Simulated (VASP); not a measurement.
Here is a VASP 6.6.1 calculation.

File POSCAR:

```
AlN
1.0
    0.0000000000      2.0188684521      2.0794345057
    2.0188684521      0.0000000000      2.0794345057
    2.0188684521      2.0188684521      0.0000000000
Al N
1 1
Direct
    0.0000000000      0.0000000000      0.0000000000
    0.5000000000      0.5000000000      0.5000000000
```

INCAR.step1

```
PREC = Accurate
ENCUT = 520
EDIFF = 1E-5
ISMEAR = 0
SIGMA = 0.01
LREAL = False
LASPH = True
NELM = 80
ALGO = Normal
ISIF = 2
LWAVE = True
LCHARG = False
GGA = PE
NBANDS = 11
```

File INCAR.step2:

```
PREC = Accurate
ENCUT = 520
EDIFF = 1E-6
ISMEAR = 0
SIGMA = 0.01
LREAL = False
LASPH = True
NELM = 80
ALGO = Normal
ISIF = 2
LWAVE = False
LCHARG = False
GGA = PE
LHFCALC = True
HFSCREEN = 0.2079
PRECFOCK = Normal
ISTART = 1
NBANDS = 11
```

File KPOINTS:

```
Automatic mesh
0
Gamma
  8 8 8
```

Potentials or basis: VASP PAW PBE potentials, release 64 (Al, N).

Launch:

```console
$ cat potpaw_PBE.64/Al/POTCAR potpaw_PBE.64/N/POTCAR > POTCAR
$ cp INCAR.step1 INCAR
$ mpirun -np 1 vasp_std > vasp.out
$ cp INCAR.step2 INCAR
$ mpirun -np 1 vasp_std > vasp.out
```

Question: Predict the band gap on the k mesh.

Answer: 5.46 eV (least direct gap 6.62 eV).

Question: Predict the pressure.

Answer: -8.7 GPa.

Stress tensor (GPa, compression positive):
```
 -6.53   0.00   0.00
  0.00  -6.53   0.00
  0.00   0.00 -13.09
```

Caveat: the cell differs from its parent crystal (uniaxial z strain +3.0%); the stress differs along the axes, from -13 to -7 GPa; the structure was generated, so it needn't be the stable form of AlN; the PAW data sets were made with another functional, which shifts forces and pressure a little. A k mesh can miss the band edges.
